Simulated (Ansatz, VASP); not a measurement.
## Two plane-wave programs on Os

```
Os
1.0
     2.68915    0.00000    0.00000
    -1.34457    2.32887    0.00000
     0.00000    0.00000   20.39140
Os
3
Direct
  0.16667 0.33333 0.39232
  0.50000 0.00000 0.50000
  0.83333 0.66667 0.60768
```

Alike in both runs: task single point; functional LDA; k mesh 17 × 17 × 1; occupations fermi-dirac, width 0.08 eV; no spin polarisation.

|  | VASP | Ansatz |
| --- | --- | --- |
| version | VASP 6.6.1 | Ansatz 0.2.0 |
| potentials or method | VASP PAW LDA potentials, release 64 (Os) | PAW with Ansatz's default frozen-core files, scalar-relativistic |
| plane-wave cutoff (eV) | 520 | 420 |
| valence electrons in the cell | 24 | 48 |

```csv
,VASP,Ansatz,Ansatz less VASP
rms of the force components (eV/Å),0.541,0.557,+0.0157
```

LDA's correlation is that of Perdew and Zunger in VASP and of Perdew and Wang (1992) in Ansatz. Atom by atom the forces differ by 0.016 eV/Å (rms over components). VASP's potentials hold 24 valence electrons a cell and Ansatz's 48, so a difference there can come from the potentials and not from the codes.

Spin-orbit coupling is off throughout.
